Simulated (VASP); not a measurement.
# GaP in VASP: a series of runs, part 2 of 2

VASP 6.6.1.

## (3) Single point, PBE (z stretched by -2 %, then relaxed in part)

File INCAR:

```
SYSTEM = GaP
  PREC = Accurate
  ENCUT = 520
  EDIFF = 1E-6
  ISMEAR = -1
  SIGMA = 0.02
  LREAL = .FALSE.
  LASPH = .TRUE.
  NELM = 80
  ALGO = Normal
  ISIF = 2
  LWAVE = .FALSE.
  LCHARG = .FALSE.
  GGA = PE
  NBANDS = 16
```

File KPOINTS:

```
Automatic mesh
0
G
  14 14 14
  0 0 0
```

File POSCAR:

```
GaP
1.0
    0.0000000000      2.7252500000      2.6707450000
    2.7252500000      0.0000000000      2.6707450000
    2.7252500000      2.7252500000      0.0000000000
Ga P
1 1
Direct
    0.0000000000      0.0000000000      0.0000000000
    0.2500000000      0.2500000000      0.2500000000
```

Potentials or basis: VASP PAW PBE potentials, release 64 (Ga_d, P).

The run is started by

```console
> cat potpaw_PBE.64/Ga_d/POTCAR potpaw_PBE.64/P/POTCAR > POTCAR
> mpirun -np 1 vasp_std > vasp.out
```

OUTCAR:

```text
SYSTEM = GaP
   PREC = Accurate
   ENCUT = 520
   EDIFF = 1E-6
   ISMEAR = -1
   LREAL = .FALSE.
   LASPH = .TRUE.
   NELM = 80
   ISIF = 2
   GGA = PE

 ion  position               nearest neighbor table
   1  0.000  0.000  0.000-   2 2.34   2 2.34   2 2.34   2 2.34
   2  0.250  0.250  0.250-   1 2.34   1 2.34   1 2.34   1 2.34

  LATTYP: Found a body centered tetragonal cell.
 ALAT       =     3.8540855109
 C/A-ratio  =     1.3859292911

  Lattice vectors:

 A1 = (   0.0000000000,  -2.7252500000,  -2.6707450000)
 A2 = (   0.0000000000,   2.7252500000,  -2.6707450000)
 A3 = (   2.7252500000,   0.0000000000,   2.6707450000)

Analysis of symmetry for initial positions (statically):
=====================================================================
 Subroutine PRICEL returns:
 Original cell was already a primitive cell.

 Routine SETGRP: Setting up the symmetry group for a
 body centered tetragonal supercell.

[... 154 lines left out ...]

 number of electron      17.9999996 magnetization

 Free energy of the ion-electron system (eV)
  ---------------------------------------------------
  ext. energy  EPLUGINS =         0.00000000
  ---------------------------------------------------
  free energy    TOTEN  =        -9.09898271 eV

  energy without entropy =       -9.09898271  energy(sigma->0) =       -9.09898271

 E-fermi :   5.2895     XC(G=0):  -9.9265

 val. band max:        4.9334200324   @ k =   0.0000   0.0000   0.0000
 cond. band min:       6.2979132700   @ k =   0.4286   0.4286   0.0000
 fundamental gap:      1.3644932377
 Fermi energy:         5.2895222138

 k-point     1 :       0.0000    0.0000    0.0000
  band No.  band energies     occupation
      1      -9.7276      2.00000
      2      -9.7276      2.00000
      3      -9.7214      2.00000
      4      -9.6212      2.00000
      5      -9.6181      2.00000
      6      -7.7851      2.00000
[... 433 lines left out ...]
      3      -9.7014      2.00000
      4      -9.6320      2.00000
      5      -9.6089      2.00000
      6      -6.8156      2.00000
[... 8 lines left out ...]
     15      15.1072      0.00000
     16      16.3229      0.00000

 [... further k-points ...]
[... 5 lines left out ...]
  --------------------------------------------------------------------------------------
  -------------------------------------------------------------------------------------
  Total        0.9359686      0.9359686      1.2901633      0.0000000      0.0000000     -0.0000000
  in kB       37.8004295     37.8004295     52.1050908      0.0000000      0.0000000     -0.0000000
  external PRESSURE =      42.5686500 kB  Pullay stress =       0.0000000 kB

 VOLUME and BASIS-vectors are now :
 -----------------------------------------------------------------------------
  energy-cutoff  :      520.00
  volume of cell :       39.67
      direct lattice vectors                 reciprocal lattice vectors
     0.000000000  2.725250000  2.670745000    -0.183469406  0.183469406  0.187213680
     2.725250000  0.000000000  2.670745000     0.183469406 -0.183469406  0.187213680
     2.725250000  2.725250000  0.000000000     0.183469406  0.183469406 -0.187213680

 POSITION                                       TOTAL-FORCE (eV/Angst)
 -----------------------------------------------------------------------------------
      0.00000      0.00000      0.00000        -0.000000     -0.000000     -0.000000
      1.36262      1.36262      1.33537         0.000000      0.000000      0.000000
 -----------------------------------------------------------------------------------
    total drift:                                0.000000      0.000000      0.000009

  FREE ENERGIE OF THE ION-ELECTRON SYSTEM (eV)
  ---------------------------------------------------
  free  energy   TOTEN  =        -9.0989827076 eV

  energy  without entropy=       -9.0989827076  energy(sigma->0) =       -9.09898271
```

OSZICAR:

```text
N       E                     dE             d eps       ncg     rms          rms(c)
DAV:   1     0.822724380050E+02    0.82272E+02   -0.90249E+03  8080   0.163E+03
DAV:   2    -0.292860442252E+01   -0.85201E+02   -0.81115E+02  9000   0.316E+02
DAV:   3    -0.926924081971E+01   -0.63406E+01   -0.63197E+01  9584   0.658E+01
DAV:   4    -0.937175168847E+01   -0.10251E+00   -0.10249E+00  9768   0.910E+00
DAV:   5    -0.937371875820E+01   -0.19671E-02   -0.19670E-02 10064   0.112E+00    0.435E+00
DAV:   6    -0.912692371274E+01    0.24680E+00   -0.37829E-01 12176   0.107E+01    0.289E+00
DAV:   7    -0.909820792864E+01    0.28716E-01   -0.99139E-02 10432   0.215E+00    0.114E+00
DAV:   8    -0.909845633178E+01   -0.24840E-03   -0.13514E-02  9240   0.141E+00    0.215E-01
DAV:   9    -0.909884973630E+01   -0.39340E-03   -0.13218E-03 10136   0.491E-01    0.782E-02
DAV:  10    -0.909891535607E+01   -0.65620E-04   -0.11041E-04 12328   0.121E-01    0.369E-02
DAV:  11    -0.909898300085E+01   -0.67645E-04   -0.90955E-05  9272   0.776E-02    0.510E-03
DAV:  12    -0.909898270756E+01    0.29329E-06   -0.24768E-06  9496   0.201E-02
   1 F= -.90989827E+01 E0= -.90989827E+01  d E =-.536628E-11
```

Wall time 51 s (1 thread of Intel Xeon 6975P-C (Granite Rapids), shared host); peak memory 0.27 GiB.

Results:

```
Free energy            : -9.0990 eV
Pressure               : 4.3 GPa
Band gap on the k mesh : 1.36 eV, indirect (least direct gap 1.92 eV)
```

Caveat: the cell differs from its parent crystal (z stretched by -2 %, then relaxed in part). A k mesh can miss the band edges.

## (4) Relaxation of the atoms, PBE

This run uses another cell than the first one, of 20.24 Å³/atom, 1.031 times its volume.

File INCAR:

```
  ALGO = Normal
  EDIFF = 1E-6
  EDIFFG = -0.02
  ENCUT = 520
  GGA = PE
  IBRION = 2
  ISIF = 2
  ISMEAR = -1
  LASPH = True
  LCHARG = False
  LREAL = False
  LWAVE = False
  NELM = 60
  NSW = 80
  PREC = Accurate
  SIGMA = 0.02
```

File KPOINTS:

```
k-points
0
Gamma
  14 14 14
```

File POSCAR:

```
GaP
1.0
    0.0000000000      2.7252500000      2.7252500000
    2.7252500000      0.0000000000      2.7252500000
    2.7252500000      2.7252500000      0.0000000000
Ga P
1 1
Direct
    0.0000000000      0.0000000000      0.0000000000
    0.2500000000      0.2500000000      0.2500000000
```

The run is started by

```console
> cat potpaw_PBE.64/Ga_d/POTCAR potpaw_PBE.64/P/POTCAR > POTCAR
> mpirun -np 1 vasp_std > vasp.out
```

Run time: 38 s. Hardware: 1 thread of Intel Xeon 6975P-C, shared host; peak memory 0.21 GiB.

It converged, with:

```yaml
Free_energy: -9.1185 eV
Pressure_after_relaxing: 2.4 GPa
Band_gap_on_the_k_mesh: 1.59 eV, indirect (least direct gap 1.83 eV)
```

Final structure:
```cif
data_structure
_symmetry_space_group_name_H-M 'P 1'
_symmetry_Int_Tables_number 1
_cell_length_a 3.8541
_cell_length_b 3.8541
_cell_length_c 3.8541
_cell_angle_alpha 60.000
_cell_angle_beta 60.000
_cell_angle_gamma 60.000
_cell_volume 40.48
loop_
_atom_site_label
_atom_site_type_symbol
_atom_site_fract_x
_atom_site_fract_y
_atom_site_fract_z
_atom_site_occupancy
Ga1 Ga 0.00000 0.00000 0.00000 1
P1 P 0.25000 0.25000 0.25000 1
```

Levels at points of the mesh, in eV from the valence-band top:
```tsv
k point	band 7	band 8	band 9	band 10	band 11	band 12
(0.00, 0.00, 0.00)	0.00	0.00	0.00	1.83	3.89	3.89
(0.50, 0.00, 0.00)	-6.63	-1.12	-1.12	1.67	4.72	4.72
(0.50, 0.50, 0.00)	-6.75	-2.68	-2.68	1.66	1.82	10.60
```

Caveat: the relaxation stopped at its first step, so nothing moved.

## (5) Summary

| task | cell | gap on the mesh (eV) | pressure (GPa) |
| --- | --- | --- | --- |
| single point | a = 3.797, b = 3.797, c = 3.854 Å, angles 59.5, 59.5, 61.0°, 2 atoms | 1.25 | 5.2 |
| single point | a = 3.816, b = 3.816, c = 3.854 Å, angles 59.7, 59.7, 60.7°, 2 atoms | 1.36 | 4.3 |
| relaxation of the atoms | atoms relaxed from a = 3.854 Å, angles 60.0°, 2 atoms | 1.59 | 2.4 |

Alike in all rows: level PBE; potentials or basis VASP PAW PBE potentials, release 64 (Ga_d, P); no spin polarisation; k mesh 14 × 14 × 14; cutoff (eV) 520; smearing fermi-dirac 0.02 eV.

Caveats: the relaxation stopped at its first step, so nothing moved (some runs).

Absolute energies hang on the potentials; compare differences alone.
